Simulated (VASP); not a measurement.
# Tl (P6/mmm) in VASP: notebook

Tl is run at these levels: PBE; tasks: single point.

Everything below comes from runs of VASP 6.6.1. Logs are shortened: lines on timing, memory, paths and dates and some standing lists are left out, and cuts for length are marked.

## 1. The cell of the first run

It takes space group P6/mmm (No. 191, hexagonal). The conventional cell has a = 5.398 Å, b = 5.398 Å, c = 3.317 Å, α = 90.00°, β = 90.00°, γ = 120.00°. Within 4.4 Å of Tl (site symmetry 6/mmm) lie 14 Tl at 3.32 to 3.53 Å. Tl (site symmetry -6m2) has 11 Tl at 3.12 to 3.53 Å within 4.1 Å.

This isn't the form of Tl at room conditions, which is hcp.

## 2. Single point, PBE (27.90 Å³/atom)

INCAR

```
SYSTEM = Tl
PREC = Accurate
ENCUT = 520
EDIFF = 1E-6
ISMEAR = -1
SIGMA = 0.1
LREAL = .False.
LASPH = .True.
NELM = 80
ALGO = Normal
ISIF = 2
LWAVE = .False.
LCHARG = .False.
GGA = PE
NBANDS = 26
```

KPOINTS

```
Automatic mesh
0
Gamma
  7 7 10
  0 0 0
```

POSCAR

```
Tl
1.0
    5.3975562061      0.0000000000      0.0000000000
   -2.6987781030      4.6744207928      0.0000000000
    0.0000000000      0.0000000000      3.3172151281
Tl
3
Direct
    1.0000000000      0.0000000000      0.0000000000
    0.3333333333      0.6666666667      0.5000000000
    0.6666666667      0.3333333333      0.5000000000
```

Potentials or basis: VASP PAW PBE potentials, release 64 (Tl_d).

Launch:

```
cat potpaw_PBE.64/Tl_d/POTCAR > POTCAR
mpirun -np 1 vasp_std > vasp.out
```

OUTCAR:

```text
SYSTEM = Tl
   PREC = Accurate
   ENCUT = 520
   EDIFF = 1E-6
   ISMEAR = -1
   LREAL = .False.
   LASPH = .True.
   NELM = 80
   ISIF = 2
   GGA = PE

 ion  position               nearest neighbor table
   1  0.000  0.000  0.000-   2 3.53   3 3.53   2 3.53   3 3.53   2 3.53   2 3.53   3 3.53   3 3.53
                             3 3.53   3 3.53   2 3.53   2 3.53
   2  0.333  0.667  0.500-   3 3.12   3 3.12   3 3.12   1 3.53   1 3.53   1 3.53   1 3.53   1 3.53
                             1 3.53
   3  0.667  0.333  0.500-   2 3.12   2 3.12   2 3.12   1 3.53   1 3.53   1 3.53   1 3.53   1 3.53
                             1 3.53

  LATTYP: Found a hexagonal cell.
 ALAT       =     5.3975562061
 C/A-ratio  =     0.6145772274

  Lattice vectors:

 A1 = (   5.3975562061,   0.0000000000,   0.0000000000)
 A2 = (  -2.6987781030,   4.6744207928,   0.0000000000)
 A3 = (   0.0000000000,   0.0000000000,   3.3172151281)

Analysis of symmetry for initial positions (statically):
=====================================================================
 Subroutine PRICEL returns:
 Original cell was already a primitive cell.

 Routine SETGRP: Setting up the symmetry group for a
 hexagonal supercell.

 Subroutine GETGRP returns: Found 24 space group operations
 (whereof 24 operations were pure point group operations)
 out of a pool of 24 trial point group operations.

The static configuration has the point symmetry D_6h.

Analysis of symmetry for dynamics (positions and initial velocities):
=====================================================================
 Subroutine PRICEL returns:
 Original cell was already a primitive cell.

 Routine SETGRP: Setting up the symmetry group for a
 hexagonal supercell.

 Subroutine GETGRP returns: Found 24 space group operations
 (whereof 24 operations were pure point group operations)
 out of a pool of 24 trial point group operations.

The dynamic configuration has the point symmetry D_6h.

 Subroutine INISYM returns: Found 24 space group operations
 (whereof 24 operations are pure point group operations),
 and found     1 'primitive' translations

----------------------------------------------------------------------------------------

                                     Primitive cell

  volume of cell :      83.6948

  direct lattice vectors                    reciprocal lattice vectors
     5.397556206  0.000000000  0.000000000     0.185269030  0.106965124  0.000000000
    -2.698778103  4.674420793  0.000000000     0.000000000  0.213930248  0.000000000
     0.000000000  0.000000000  3.317215128     0.000000000  0.000000000  0.301457687

  length of vectors
     5.397556206  5.397556206  3.317215128     0.213930248  0.213930248  0.301457687

  position of ions in fractional coordinates (direct lattice)
     0.000000000  0.000000000  0.000000000
     0.333333333  0.666666667  0.500000000
     0.666666667  0.333333333  0.500000000

  ion indices of the primitive-cell ions
   primitive index   ion index
                 1           1
                 2           2
                 3           3

----------------------------------------------------------------------------------------

 KPOINTS: Automatic mesh

Automatic generation of k-mesh.
 Grid dimensions read from file:
 generate k-points for:    7    7   10

 Generating k-lattice:

  Cartesian coordinates                     Fractional coordinates (reciprocal lattice)
     0.026467004  0.015280732  0.000000000     0.142857143  0.000000000  0.000000000
     0.000000000  0.030561464  0.000000000     0.000000000  0.142857143  0.000000000
     0.000000000  0.000000000  0.030145769     0.000000000  0.000000000  0.100000000

  Length of vectors
     0.030561464  0.030561464  0.030145769

  Shift w.r.t. Gamma in fractional coordinates (k-lattice)
     0.000000000  0.000000000  0.000000000

 Subroutine IBZKPT returns following result:
 ===========================================

 Found     48 irreducible k-points:

 Following reciprocal coordinates:
            Coordinates               Weight
  0.000000  0.000000  0.000000      1.000000
  0.142857  0.000000  0.000000      6.000000
  0.285714 -0.000000  0.000000      6.000000
  0.428571 -0.000000  0.000000      6.000000
  0.142857  0.142857  0.000000      6.000000
  0.285714  0.142857  0.000000     12.000000
[... 16 lines left out ...]
  0.428571  0.142857  0.200000     12.000000
  0.285714  0.285714  0.200000     12.000000
 [... further k-points ...]
   k-points           NKPTS =     48   k-points in BZ     NKDIM =     48   number of bands    NBANDS=     26
   number of dos      NEDOS =    301   number of ions     NIONS =      3
   total plane-waves  NPLWV =  44800
   dimension x,y,z NGX =    40 NGY =   40 NGZ =   28
   dimension x,y,z NGXF=    80 NGYF=   80 NGZF=   56
   ions per type =               3
   NGX,Y,Z   is equivalent  to a cutoff of  12.32, 12.32, 14.03 a.u.
   NGXF,Y,Z  is equivalent  to a cutoff of  24.64, 24.64, 28.07 a.u.
 SYSTEM =  Tl
   PREC   = accura    normal or accurate (medium, high low for compatibility)
   ISTART =      0    job   : 0-new  1-cont  2-samecut
   ICHARG =      2    charge: 1-file 2-atom 10-const
   ISPIN  =      1    spin polarized calculation?
   LNONCOLLINEAR =      F non collinear calculations
   LSORBIT =      F    spin-orbit coupling
   LASPH  =      T    aspherical Exc in radial PAW
   ENCUT  =  520.0 eV  38.22 Ry    6.18 a.u.  10.04 10.04  6.17*2*pi/ulx,y,z
   NELM   =     80;   NELMIN=  2; NELMDL= -5     # of ELM steps
   EDIFF  = 0.1E-05   stopping-criterion for ELM
   LREAL  =      F    real-space projection
   EDIFFG = 0.1E-04   stopping-criterion for IOM
   NSW    =      0    number of steps for IOM
   IBRION =     -1    ionic relax: 0-MD 1-quasi-New 2-CG
   NFREE  =      0    steps in history (QN), initial steepest desc. (CG)
   ISIF   =      2    stress and relaxation
   ISYM   =      2    0-nonsym 1-usesym 2-fastsym
   POTIM  = 0.5000    time-step for ionic-motion
   TEBEG  =    0.0;   TEEND  =   0.0 temperature during run
   PSTRESS=    0.0 pullay stress
   NELECT =      39.0000    total number of electrons
   NUPDOWN=      -1.0000    fix difference up-down
   EMIN   =  10.00;   EMAX   =-10.00  energy-range for DOS
   EFERMI =   0.00;   METHOD = LEGACY
   ISMEAR =    -1;   SIGMA  =   0.10  broadening in eV -4-tet -1-fermi 0-gaus
   EFERMI_NEDOS =   21; number of points for ismear=-14 and -15
   IALGO  =     38    algorithm
   IMIX   =      4    mixing-type and parameters
     AMIX     =   0.40;   BMIX     =  1.00
     AMIX_MAG =   1.60;   BMIX_MAG =  1.00
  volume/ion in A,a.u.               =      27.90       188.27
  Fermi-wavevector in a.u.,A,eV,Ry     =   1.269200  2.398441 21.917208  1.610869
  Thomas-Fermi vector in A             =   2.402254
   LORBIT       =      0    0 simple, 1 ext, 2 COOP (PROOUT), +10 PAW based schemes
   GGA     = PE    functional components
   LHFCALC =     F    Hartree Fock is set to
   AEXX    =    0.0000 exact exchange contribution
   IVDW    =     0    specifies the selected vdW correction
   LEPSILON=     F    determine dielectric tensor
   LRPA    =     F    only Hartree local field effects (RPA)
 non-spin polarized calculation
  energy-cutoff  :      520.00
  volume of cell :       83.69
 maximum number of plane-waves:      2275
   NGX = 21   NGY = 21   NGZ = 13

 number of electron      39.0000004 magnetization

 Free energy of the ion-electron system (eV)
  ---------------------------------------------------
  ext. energy  EPLUGINS =         0.00000000
  ---------------------------------------------------
  free energy    TOTEN  =        -6.50650793 eV

  energy without entropy =       -6.47028365  energy(sigma->0) =       -6.48839579

 E-fermi :   6.9870     XC(G=0): -10.3104

 val. band max:        6.9864346862   @ k =   0.2857   0.2857   0.0000
 cond. band min:       7.0215522386   @ k =   0.2857  -0.0000   0.4000
 fundamental gap:      0.0351175524
 Fermi energy:         6.9870361757

 k-point     1 :       0.0000    0.0000    0.0000
  band No.  band energies     occupation
      1      -5.2608      2.00000
      2      -4.8697      2.00000
      3      -4.8507      2.00000
      4      -4.8507      2.00000
      5      -4.8362      2.00000
      6      -4.6409      2.00000
[... 18 lines left out ...]
     25      17.9425      0.00000
     26      17.9674      0.00000

 k-point     2 :       0.1429    0.0000    0.0000
  band No.  band energies     occupation
      1      -5.2413      2.00000
      2      -4.9482      2.00000
      3      -4.9139      2.00000
      4      -4.8709      2.00000
      5      -4.8281      2.00000
      6      -4.6701      2.00000
[... 18 lines left out ...]
     25      16.5353      0.00000
     26      17.2980      0.00000

 k-point     3 :       0.2857   -0.0000    0.0000
  band No.  band energies     occupation
      1      -5.1949      2.00000
      2      -5.0738      2.00000
      3      -4.9996      2.00000
      4      -4.9299      2.00000
      5      -4.8354      2.00000
      6      -4.7168      2.00000
[... 18 lines left out ...]
     25      15.3555      0.00000
     26      16.0267      0.00000

 k-point     4 :       0.4286   -0.0000    0.0000
  band No.  band energies     occupation
      1      -5.1850      2.00000
      2      -5.1224      2.00000
      3      -5.0464      2.00000
      4      -4.9773      2.00000
      5      -4.8465      2.00000
      6      -4.7432      2.00000
[... 18 lines left out ...]
     25      13.4258      0.00000
     26      14.6458      0.00000
[... 496 lines left out ...]
      1      -5.1331      2.00000
      2      -5.0271      2.00000
      3      -4.9931      2.00000
      4      -4.8531      2.00000
      5      -4.7901      2.00000
      6      -4.7016      2.00000
[... 18 lines left out ...]
     25      12.7501      0.00000
     26      13.1028      0.00000

 k-point    23 :       0.4286    0.1429    0.2000
  band No.  band energies     occupation
      1      -5.1526      2.00000
      2      -5.0418      2.00000
      3      -4.9899      2.00000
      4      -4.8487      2.00000
      5      -4.7845      2.00000
      6      -4.7130      2.00000
[... 18 lines left out ...]
     25      13.3715      0.00000
     26      13.7786      0.00000

 k-point    24 :       0.2857    0.2857    0.2000
  band No.  band energies     occupation
      1      -5.1655      2.00000
      2      -5.0147      2.00000
      3      -5.0015      2.00000
      4      -4.8602      2.00000
      5      -4.7603      2.00000
      6      -4.7232      2.00000
[... 18 lines left out ...]
     25      14.1011      0.00000
     26      14.1505      0.00000

 [... further k-points ...]

------------------------ aborting loop because EDIFF is reached ----------------------------------------

  FORCE on cell =-STRESS in cart. coord.  units (eV):
  Direction    XX          YY          ZZ          XY          YZ          ZX
  --------------------------------------------------------------------------------------
  -------------------------------------------------------------------------------------
  Total        2.3703549      2.3703549      2.3321849      0.0000000     -0.0000000      0.0000000
  in kB       45.3759102     45.3759102     44.6452187      0.0000000     -0.0000000      0.0000000
  external PRESSURE =      45.1323464 kB  Pullay stress =       0.0000000 kB

 VOLUME and BASIS-vectors are now :
 -----------------------------------------------------------------------------
  energy-cutoff  :      520.00
  volume of cell :       83.69
      direct lattice vectors                 reciprocal lattice vectors
     5.397556206  0.000000000  0.000000000     0.185269030  0.106965124  0.000000000
    -2.698778103  4.674420793  0.000000000     0.000000000  0.213930248  0.000000000
     0.000000000  0.000000000  3.317215128     0.000000000  0.000000000  0.301457687

 POSITION                                       TOTAL-FORCE (eV/Angst)
 -----------------------------------------------------------------------------------
      0.00000      0.00000      0.00000        -0.000000      0.000000      0.000000
     -0.00000      3.11628      1.65861        -0.000000     -0.000000     -0.000000
      2.69878      1.55814      1.65861         0.000000      0.000000      0.000000
 -----------------------------------------------------------------------------------
    total drift:                               -0.000000      0.000000      0.000000

  FREE ENERGIE OF THE ION-ELECTRON SYSTEM (eV)
  ---------------------------------------------------
  free  energy   TOTEN  =        -6.5065079340 eV

  energy  without entropy=       -6.4702836526  energy(sigma->0) =       -6.48839579
```

Run time: 36 s. Hardware: 1 thread of Oxide Virtual Turin-like, shared host; peak memory 0.2 GiB.

What came out:

- Free energy: -6.5065 eV
- Pressure: 4.5 GPa
- Band gap on the k mesh: zero (an odd number of electrons rules out a gap without spin polarisation)

Caveat: the cell stands under pressure; spin-orbit coupling is left out, which moves the levels of the heavy elements.

## 3. Single point, PBE (29.17 Å³/atom)

This run uses another cell than the first one, of 29.17 Å³/atom.

INCAR

```
ALGO = Normal
EDIFF = 1E-6
ENCUT = 520
GGA = PE
ISIF = 2
ISMEAR = -1
LASPH = T
LCHARG = F
LREAL = F
LWAVE = F
NBANDS = 26
NELM = 80
PREC = Accurate
SIGMA = 0.1
```

KPOINTS

```
k-points
0
Gamma
  7 7 10
```

POSCAR

```
Tl
1.0
    5.4781286252      0.0000000000      0.0000000000
   -2.7390643126      4.7441985547      0.0000000000
    0.0000000000      0.0000000000      3.3667331021
Tl
3
Direct
    1.0000000000      0.0000000000      0.0000000000
    0.3333333333      0.6666666667      0.5000000000
    0.6666666667      0.3333333333      0.5000000000
```

Potentials or basis: VASP PAW PBE potentials, release 64 (Tl_d).

Launch:

```
cat potpaw_PBE.64/Tl_d/POTCAR > POTCAR
mpirun -np 1 vasp_std > vasp.out
```

Wall time 49 s (1 thread of Oxide Virtual Turin-like, shared host); peak memory 0.21 GiB.

It converged, with:

* Free energy: -6.5917 eV
* Pressure: 2.6 GPa
* Band gap on the k mesh: zero (an odd number of electrons rules out a gap without spin polarisation)

Levels at points of the mesh, in eV from the Fermi level:
| k point | band 15 | band 16 | band 17 | band 18 | band 19 | band 20 | band 21 | band 22 | band 23 | band 24 |
| --- | --- | --- | --- | --- | --- | --- | --- | --- | --- | --- |
| (0.00, 0.00, 0.00) | -11.22 | -10.07 | -4.57 | -4.22 | -0.56 | -0.56 | -0.42 | -0.42 | 4.57 | 8.68 |
| (0.00, 0.00, 0.50) | -11.11 | -6.86 | -5.67 | -1.92 | 0.01 | 0.68 | 1.35 | 1.35 | 1.42 | 2.65 |

Caveat: spin-orbit coupling is left out, which moves the levels of the heavy elements.

## 4. Single point, PBE (30.43 Å³/atom)

This run uses another cell than the first one, of 30.43 Å³/atom.

INCAR

```
PREC     = Accurate       # precision mode
ENCUT    = 520            # plane-wave cutoff, eV
EDIFF    = 1E-7           # SCF threshold, eV
ISMEAR   = -1             # smearing method
SIGMA    = 0.1            # smearing width, eV
LREAL    = False          # projectors in reciprocal space
LASPH    = True           # aspherical terms in the spheres
NELM     = 60             # most SCF steps
ALGO     = Normal         # electronic algorithm
ISIF     = 2              # what is computed and relaxed
LWAVE    = False          # write WAVECAR
LCHARG   = False          # write CHGCAR
GGA      = PE             # functional
NBANDS   = 26             # bands
```

KPOINTS

```
regular mesh
0
Gamma
  7 7 10
```

POSCAR

```
Tl
1.0
    5.5563981802      0.0000000000      0.0000000000
   -2.7781990901      4.8119819776      0.0000000000
    0.0000000000      0.0000000000      3.4148357882
Tl
3
Direct
    1.0000000000      0.0000000000      0.0000000000
    0.3333333333      0.6666666667      0.5000000000
    0.6666666667      0.3333333333      0.5000000000
```

Launch:

```
cat potpaw_PBE.64/Tl_d/POTCAR > POTCAR
mpirun -np 1 vasp_std > vasp.out
```

It took 76 s on 1 thread of Oxide Virtual Turin-like, shared host; peak memory 0.22 GiB.

Results (log left out):

- Free energy: -6.6363 eV
- Pressure: 1.1 GPa
- Band gap on the k mesh: zero (an odd number of electrons rules out a gap without spin polarisation)

Levels at points of the mesh, in eV from the Fermi level:
| k point | band 15 | band 16 | band 17 | band 18 | band 19 | band 20 | band 21 | band 22 | band 23 | band 24 |
| --- | --- | --- | --- | --- | --- | --- | --- | --- | --- | --- |
| (0.00, 0.00, 0.00) | -11.21 | -9.79 | -4.63 | -4.28 | -0.50 | -0.50 | -0.36 | -0.36 | 4.47 | 8.44 |
| (0.00, 0.00, 0.50) | -11.12 | -6.77 | -5.58 | -2.15 | -0.07 | 0.66 | 1.34 | 1.34 | 1.43 | 2.61 |

Caveat: spin-orbit coupling is left out, which moves the levels of the heavy elements.

## 5. Summary

| cell | gap on the mesh (eV) | pressure (GPa) |
| --- | --- | --- |
| a = 5.398, b = 5.398, c = 3.317 Å, angles 90.0, 90.0, 120.0°, 3 atoms | none | 4.5 |
| a = 5.478, b = 5.478, c = 3.367 Å, angles 90.0, 90.0, 120.0°, 3 atoms | none | 2.6 |
| a = 5.556, b = 5.556, c = 3.415 Å, angles 90.0, 90.0, 120.0°, 3 atoms | none | 1.1 |

Alike in all rows: task single point; level PBE; potentials or basis VASP PAW PBE potentials, release 64 (Tl_d); no spin polarisation; k mesh 7 × 7 × 10; cutoff (eV) 520; smearing fermi-dirac 0.1 eV.

Caveats: spin-orbit coupling is left out, which moves the levels of the heavy elements; the cell stands under pressure (at least some runs).

Total energies depend on the potentials used, so only differences within one code and one set of settings carry meaning.

The gap in the log of VASP goes by the Fermi energy; the results here count the filled bands.